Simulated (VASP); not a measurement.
## Nd2Hf2F: relaxation of cell and atoms with PBE

Nd2Hf2F:

```
CELL_PARAMETERS angstrom
3.92044 0.00000 0.00000
0.00000 3.92044 0.00000
0.00000 0.00000 8.90401
ATOMIC_POSITIONS crystal
Nd 0.50000 0.50000 0.20047
Nd 0.50000 0.50000 0.79953
Hf 0.00000 0.50000 0.50000
Hf 0.50000 0.00000 0.50000
F 0.00000 0.00000 0.00000
```

The cell was generated, and may not be a known phase.

| Item | Value |
| --- | --- |
| Program | VASP 6.6.1 |
| Task | relaxation of cell and atoms |
| Functional | PBE |
| Potentials or basis | VASP PAW PBE potentials, release 64 (Nd_3, Hf_pv, F), 4f in core |
| Cutoff | 600 eV |
| k mesh | 10 × 10 × 4 |
| Occupations | gaussian, width 0.1 eV |
| Spin | no spin polarisation |
| Dipole correction | no |
| Further INCAR settings | ALGO = Normal; EDIFF = 1e-07; IBRION = 2; EDIFFG = -0.01; NSW = 100; ISIF = 3 |

| Quantity | Value |
| --- | --- |
| Relaxed volume | 27.45 Å³/atom |
| Relaxed cell | a = 3.900 Å, b = 3.900 Å, c = 9.023 Å, α = 90.00°, β = 90.00°, γ = 90.00° |
| Space group after relaxing (to 0.1 Å) | P4/mmm (No. 123) |
| Energy gained by relaxing | 2.9 meV/atom |
| Ionic steps | 7 |
| Pressure after relaxing | 0.0 GPa |
| Band gap on the k mesh | zero (an odd number of electrons rules out a gap without spin polarisation) |

Forces on the atoms (eV/Å):
```
Nd   0.000  0.000 -0.003
Nd   0.000  0.000  0.003
Hf   0.000  0.000  0.000
Hf   0.000  0.000  0.000
F    0.000  0.000  0.000
```

The path:
```tsv
step	energy change (eV)	largest force (eV/Å)	pressure (GPa)	volume (Å³)
1	0.0000	0.2097	0.38	136.85
2	-0.0130	0.0401	-0.21	138.12
3	-0.0131	0.0189	-0.28	138.29
4	-0.0141	0.0297	0.01	137.40
5	-0.0141	0.0291	-0.01	137.45
6	-0.0142	0.0217	0.00	137.39
7	-0.0143	0.0030	0.01	137.23
```

Final structure:
```cif
data_structure
_symmetry_space_group_name_H-M 'P 1'
_symmetry_Int_Tables_number 1
_cell_length_a 3.8999
_cell_length_b 3.8999
_cell_length_c 9.0231
_cell_angle_alpha 90.000
_cell_angle_beta 90.000
_cell_angle_gamma 90.000
_cell_volume 137.23
loop_
_atom_site_label
_atom_site_type_symbol
_atom_site_fract_x
_atom_site_fract_y
_atom_site_fract_z
_atom_site_occupancy
Nd1 Nd 0.50000 0.50000 0.19841 1
Nd2 Nd 0.50000 0.50000 0.80159 1
Hf1 Hf 0.00000 0.50000 0.50000 1
Hf2 Hf 0.50000 0.00000 0.50000 1
F1 F 0.00000 0.00000 0.00000 1
```

Levels at points of the mesh, in eV from the Fermi level:
| k point | band 21 | band 22 | band 23 | band 24 | band 25 | band 26 | band 27 | band 28 |
| --- | --- | --- | --- | --- | --- | --- | --- | --- |
| (0.00, 0.00, 0.00) | -1.99 | -1.41 | -1.24 | -0.88 | -0.30 | -0.30 | -0.07 | 0.48 |
| (0.50, 0.00, 0.00) | -0.98 | -0.74 | -0.69 | -0.13 | 0.06 | 0.93 | 1.15 | 1.40 |
| (0.50, 0.50, 0.00) | -1.83 | -1.75 | -0.64 | -0.51 | 0.12 | 0.12 | 1.14 | 1.14 |
| (0.00, 0.00, 0.50) | -2.24 | -1.41 | -1.37 | -0.62 | -0.43 | -0.39 | -0.39 | -0.19 |
| (0.50, 0.00, 0.50) | -1.21 | -1.15 | -0.76 | -0.11 | 0.25 | 0.62 | 0.90 | 1.40 |
| (0.50, 0.50, 0.50) | -2.13 | -2.03 | -0.13 | 0.28 | 0.28 | 0.56 | 0.56 | 0.75 |

Run time: 25 min on 1 thread of Intel(R) Xeon(R) Platinum 8375C CPU @ 2.90GHz (Ice Lake), on a shared host, peak memory 0.49 GiB.

Caveat: spin-orbit coupling is left out, which moves the levels of the heavy elements; the 4f electrons are frozen in the core, so they carry no moment and show no levels; the run has no spin polarisation, though such a crystal can be magnetic. With open d or f shells a metallic result of PBE can be an artefact of self-interaction; +U or a hybrid may open a gap.
